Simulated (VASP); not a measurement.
# Cu12O in VASP: relaxation of the atoms with PBE

Aim: the relaxation of the atoms of Cu12O with PBE.

Program: VASP 6.6.1. These are calculated values, not measurements. Logs are shortened: lines on timing, memory, paths and dates and some standing lists are left out, and cuts for length are marked.

**1. The cell of the first run**

The cell holds a slab with vacuum, 13 atoms: a = 5.132 Å, b = 5.132 Å, c = 19.622 Å, α = 90.00°, β = 90.00°, γ = 120.00°.

**2. Relaxation of the atoms, PBE**

INCAR reads:

```
PREC = Accurate
ENCUT = 520
EDIFF = 1E-6
ISMEAR = 0
SIGMA = 0.1
LREAL = False
LASPH = True
NELM = 80
ALGO = Normal
ISIF = 2
LWAVE = False
LCHARG = False
LDIPOL = True
IDIPOL = 3
DIPOL = 0.5 0.5 0.323
GGA = PE
IBRION = 2
NSW = 36
EDIFFG = -0.025
KPAR = 4
```

KPOINTS reads:

```
Automatic mesh
0
Gamma
  6 6 1
```

POSCAR reads:

```
Cu12O
1.0
    5.1319544695      0.0000000000      0.0000000000
   -2.5659772347      4.4444029416      0.0000000000
    0.0000000000      0.0000000000     19.6215699228
Cu O
12 1
Selective dynamics
Direct
    0.3333333333      0.1666666667      0.2038572864  F F F
    0.3333333333      0.6666666667      0.2038572864  F F F
    0.8333333333      0.1666666667      0.2038572864  F F F
    0.8333333333      0.6666666667      0.2038572864  F F F
    0.1666666667      0.3333333333      0.3088787979  F F F
    0.1666666667      0.8333333333      0.3088787979  F F F
    0.6666666667      0.3333333333      0.3088787979  F F F
    0.6666666667      0.8333333333      0.3088787979  F F F
    0.0000000000      0.0000000000      0.4139103015  F F F
    0.0000000000      0.5000000000      0.4139103015  F F F
    0.5000000000      0.0000000000      0.4139103015  F F F
    0.5000000000      0.5000000000      0.4139103015  F F F
    0.0000000000      0.1666666667      0.4922163031  F F T
```

Potentials or basis: VASP PAW PBE potentials, release 64 (Cu, O).

The run is started by

```console
> cat potpaw_PBE.64/Cu/POTCAR potpaw_PBE.64/O/POTCAR > POTCAR
> mpirun -np 4 vasp_std > vasp.out
```

OUTCAR:

```text
PREC = Accurate
   ENCUT = 520
   EDIFF = 1E-6
   ISMEAR = 0
   LREAL = False
   LASPH = True
   NELM = 80
   ISIF = 2
   GGA = PE
   IBRION = 2
   NSW = 36
   EDIFFG = -0.025

 ion  position               nearest neighbor table
   1  0.333  0.167  0.204-   5 2.54   6 2.54   7 2.54   2 2.57   2 2.57   4 2.57   4 2.57   3 2.57
                             3 2.57
   2  0.333  0.667  0.204-   6 2.54   5 2.54   8 2.54   1 2.57   1 2.57   3 2.57   3 2.57   4 2.57
                             4 2.57
   3  0.833  0.167  0.204-   7 2.54   8 2.54   5 2.54   4 2.57   4 2.57   2 2.57   2 2.57   1 2.57
                             1 2.57
   4  0.833  0.667  0.204-   8 2.54   7 2.54   6 2.54   3 2.57   3 2.57   1 2.57   1 2.57   2 2.57
                             2 2.57
   5  0.167  0.333  0.309-   1 2.54   2 2.54   3 2.54   9 2.54  12 2.54  10 2.54   6 2.57   6 2.57
                             8 2.57   8 2.57   7 2.57   7 2.57
   6  0.167  0.833  0.309-   2 2.54   1 2.54   4 2.54  10 2.54  11 2.54   9 2.54   5 2.57   5 2.57
                             7 2.57   7 2.57   8 2.57   8 2.57
   7  0.667  0.333  0.309-   3 2.54   4 2.54   1 2.54  11 2.54  10 2.54  12 2.54   8 2.57   8 2.57
                             6 2.57   6 2.57   5 2.57   5 2.57
   8  0.667  0.833  0.309-   4 2.54   3 2.54   2 2.54  12 2.54   9 2.54  11 2.54   7 2.57   7 2.57
                             5 2.57   5 2.57   6 2.57   6 2.57
   9  0.000  0.000  0.414-  13 1.76   5 2.54   8 2.54   6 2.54  10 2.57  10 2.57  12 2.57  12 2.57
                            11 2.57  11 2.57
  10  0.000  0.500  0.414-  13 2.30   6 2.54   7 2.54   5 2.54   9 2.57   9 2.57  11 2.57  11 2.57
                            12 2.57  12 2.57
  11  0.500  0.000  0.414-   7 2.54   6 2.54   8 2.54  12 2.57  12 2.57  10 2.57  10 2.57   9 2.57
                             9 2.57
  12  0.500  0.500  0.414-   8 2.54   5 2.54   7 2.54  11 2.57  11 2.57   9 2.57   9 2.57  10 2.57
                            10 2.57
  13  0.000  0.167  0.492-   9 1.76  10 2.30

  LATTYP: Found a hexagonal cell.
 ALAT       =     5.1319544695
 C/A-ratio  =     3.8234107569

  Lattice vectors:

 A1 = (   5.1319544695,   0.0000000000,   0.0000000000)
 A2 = (  -2.5659772347,   4.4444029416,   0.0000000000)
 A3 = (   0.0000000000,   0.0000000000,  19.6215699228)

Analysis of symmetry for initial positions (statically):
=====================================================================
 Subroutine PRICEL returns:
 Original cell was already a primitive cell.

 Routine SETGRP: Setting up the symmetry group for a
 hexagonal supercell.

 Subroutine GETGRP returns: Found  1 space group operations
 (whereof  1 operations were pure point group operations)
 out of a pool of 24 trial point group operations.

The static configuration has the point symmetry C_1 .

Analysis of symmetry for dynamics (positions and initial velocities):
=====================================================================
[... 165 lines left out ...]
   LORBIT       =      0    0 simple, 1 ext, 2 COOP (PROOUT), +10 PAW based schemes
   GGA     = PE    functional components
   LHFCALC =     F    Hartree Fock is set to
   AEXX    =    0.0000 exact exchange contribution
   IVDW    =     0    specifies the selected vdW correction
   LEPSILON=     F    determine dielectric tensor
   LRPA    =     F    only Hartree local field effects (RPA)
 conjugate gradient relaxation of ions
 non-spin polarized calculation
 Gauss-broadening in eV      SIGMA  =   0.10
  energy-cutoff  :      520.00
  volume of cell :      447.54
 maximum number of plane-waves:     12109
 NGX is ok and might be reduce to    40
   NGX = 19   NGY = 19   NGZ = 73

 dipolmoment           0.000000      0.000000     -0.439508 electrons x Angstroem

--------------------------------------- Ionic step        1  -------------------------------------------

 number of electron     138.0000026 magnetization

 Free energy of the ion-electron system (eV)
  ---------------------------------------------------
  ext. energy  EPLUGINS =         0.00000000
  ---------------------------------------------------
  free energy    TOTEN  =       -46.32466581 eV

  energy without entropy =      -46.27837583  energy(sigma->0) =      -46.30152082

------------------------ aborting loop because EDIFF is reached ----------------------------------------

  FORCE on cell =-STRESS in cart. coord.  units (eV):
  Direction    XX          YY          ZZ          XY          YZ          ZX
  --------------------------------------------------------------------------------------
  -------------------------------------------------------------------------------------
  Total       -3.2618265     -2.4287030     -0.0466108     -0.7173490      1.8944071     -1.1246175
  in kB      -11.6772739     -8.6947083     -0.1668658     -2.5680950      6.7819395     -4.0261081
  external PRESSURE =      -6.8462827 kB  Pullay stress =       0.0000000 kB
[... 81 lines left out ...]
--------------------------------------- Ionic step        3  -------------------------------------------

 number of electron     138.0000027 magnetization

 dipolmoment           0.000000      0.000000      0.223432 electrons x Angstroem

 Free energy of the ion-electron system (eV)
  ---------------------------------------------------
  ext. energy  EPLUGINS =         0.00000000
  ---------------------------------------------------
  free energy    TOTEN  =       -46.34053282 eV

  energy without entropy =      -46.29546896  energy(sigma->0) =      -46.31800089

 E-fermi :  -1.2320     XC(G=0):  -5.1128

 val. band max:       -1.2462726018   @ k =  -0.1667   0.3333   0.0000
 cond. band min:      -1.2230612229   @ k =   0.0000   0.1667   0.0000
 fundamental gap:      0.0232113789
 Fermi energy:        -1.2320371673

 k-point     1 :       0.0000    0.0000    0.0000
  band No.  band energies     occupation
      1     -18.4072      2.00000
      2      -9.8342      2.00000
      3      -7.7918      2.00000
      4      -6.4035      2.00000
      5      -6.0625      2.00000
      6      -6.0323      2.00000
[... 1669 lines left out ...]
     80       4.1027      0.00000
     81       4.9175      0.00000
 [bands above 81 left out]

------------------------ aborting loop because EDIFF is reached ----------------------------------------

 vacuum level on the upper side and lower side of the slab       (xc-potential included)         0.851        -0.873

  FORCE on cell =-STRESS in cart. coord.  units (eV):
  Direction    XX          YY          ZZ          XY          YZ          ZX
  --------------------------------------------------------------------------------------
  -------------------------------------------------------------------------------------
  Total       -3.0613049     -2.0396442      1.2029001     -0.8833823      2.3741239     -1.4021941
  in kB      -10.9594104     -7.3018856      4.3063584     -3.1624909      8.4993163     -5.0198269
  external PRESSURE =      -4.6516459 kB  Pullay stress =       0.0000000 kB
[... 28 lines left out ...]
  FREE ENERGIE OF THE ION-ELECTRON SYSTEM (eV)
  ---------------------------------------------------
  free  energy   TOTEN  =       -46.3405328214 eV

  energy  without entropy=      -46.2954689556  energy(sigma->0) =      -46.31800089

 reached required accuracy - stopping structural energy minimisation

 vacuum level on the upper side and lower side of the slab         5.293         3.522
```

OSZICAR:

```text
N       E                     dE             d eps       ncg     rms          rms(c)
DAV:   1     0.130549891510E+04    0.13055E+04   -0.58805E+04  3280   0.202E+03
[... 57 lines left out ...]
DAV:   1    -0.463401273029E+02    0.19983E-03   -0.10469E-01  3288   0.115E+00    0.673E-02
DAV:   2    -0.463405457418E+02   -0.41844E-03   -0.44837E-03  4672   0.520E-01    0.386E-02
DAV:   3    -0.463405503839E+02   -0.46420E-05   -0.39190E-04  3534   0.581E-01    0.432E-02
DAV:   4    -0.463405344608E+02    0.15923E-04   -0.18618E-04  3896   0.307E-01    0.239E-02
DAV:   5    -0.463405324807E+02    0.19801E-05   -0.49444E-05  4804   0.905E-02    0.148E-02
DAV:   6    -0.463405331344E+02   -0.65365E-06   -0.26441E-05  4646   0.101E-01    0.715E-03
DAV:   7    -0.463405328214E+02    0.31302E-06   -0.58030E-06  3684   0.657E-02
   3 F= -.46340533E+02 E0= -.46318001E+02  d E =-.158670E-01
```

CONTCAR:

```text
Cu12O
   1.00000000000000
     5.1319544695000001    0.0000000000000000    0.0000000000000000
    -2.5659772347000001    4.4444029415999999    0.0000000000000000
     0.0000000000000000    0.0000000000000000   19.6215699227999991
  Cu              O
    12     1
Selective dynamics
Direct
[... 16 lines left out ...]
  0.00000000E+00  0.00000000E+00  0.00000000E+00
  0.00000000E+00  0.00000000E+00  0.00000000E+00
  0.00000000E+00  0.00000000E+00  0.00000000E+00
  0.00000000E+00  0.00000000E+00  0.00000000E+00
  0.00000000E+00  0.00000000E+00  0.00000000E+00
  0.00000000E+00  0.00000000E+00  0.00000000E+00
  0.00000000E+00  0.00000000E+00  0.00000000E+00
  0.00000000E+00  0.00000000E+00  0.00000000E+00
  0.00000000E+00  0.00000000E+00  0.00000000E+00
  0.00000000E+00  0.00000000E+00  0.00000000E+00
  0.00000000E+00  0.00000000E+00  0.00000000E+00
```

Run time: 12 min. Hardware: 4 MPI ranks of AMD EPYC 9R45 (Zen 5), shared host; peak memory 0.89 GiB.

Results:

```yaml
Free_energy: -46.3405 eV
Energy_gained_by_relaxing: 1.2 meV/atom
Ionic_steps: 3
Band_gap_on_the_k_mesh: zero (bands 69 and 70 overlap by 0.30 eV)
```

Step by step:
```csv
step,energy change (eV),largest force on free atoms (eV/Å),pressure (GPa)
1,0.0000,0.7536,-0.68
2,-0.0157,0.0892,-0.50
3,-0.0159,0.0014,-0.47
```

Final structure:
```yaml
crystal:
  lattice:
    - [5.13195, 0.00000, 0.00000]
    - [-2.56598, 4.44440, 0.00000]
    - [0.00000, 0.00000, 19.62157]
  atoms:
    - { symbol: Cu, position: [0.33333, 0.16667, 0.20386] }
    - { symbol: Cu, position: [0.33333, 0.66667, 0.20386] }
    - { symbol: Cu, position: [0.83333, 0.16667, 0.20386] }
    - { symbol: Cu, position: [0.83333, 0.66667, 0.20386] }
    - { symbol: Cu, position: [0.16667, 0.33333, 0.30888] }
    - { symbol: Cu, position: [0.16667, 0.83333, 0.30888] }
    - { symbol: Cu, position: [0.66667, 0.33333, 0.30888] }
    - { symbol: Cu, position: [0.66667, 0.83333, 0.30888] }
    - { symbol: Cu, position: [0.00000, 0.00000, 0.41391] }
    - { symbol: Cu, position: [0.00000, 0.50000, 0.41391] }
    - { symbol: Cu, position: [0.50000, 0.00000, 0.41391] }
    - { symbol: Cu, position: [0.50000, 0.50000, 0.41391] }
    - { symbol: O, position: [0.00000, 0.16667, 0.49014] }
```

Levels at points of the mesh, in eV from the Fermi level:
```tsv
k point	band 65	band 66	band 67	band 68	band 69	band 70	band 71	band 72	band 73	band 74
(0.00, 0.00, 0.00)	-1.29	-1.11	-0.56	0.05	0.20	0.28	0.77	1.13	1.31	1.38
(0.50, 0.00, 0.00)	-1.51	-0.91	-0.68	-0.63	-0.05	0.07	0.84	0.87	1.42	1.91
(0.00, 0.50, 0.00)	-1.53	-0.96	-0.89	-0.41	-0.03	0.06	0.81	1.03	1.47	1.81
(0.50, 0.50, 0.00)	-1.51	-0.94	-0.89	-0.41	-0.02	0.06	0.83	1.03	1.46	1.81
```

With open d or f shells a metallic result of PBE can be an artefact of self-interaction; +U or a hybrid may open a gap.

The gap in the log of VASP goes by the Fermi energy; the results here count the filled bands.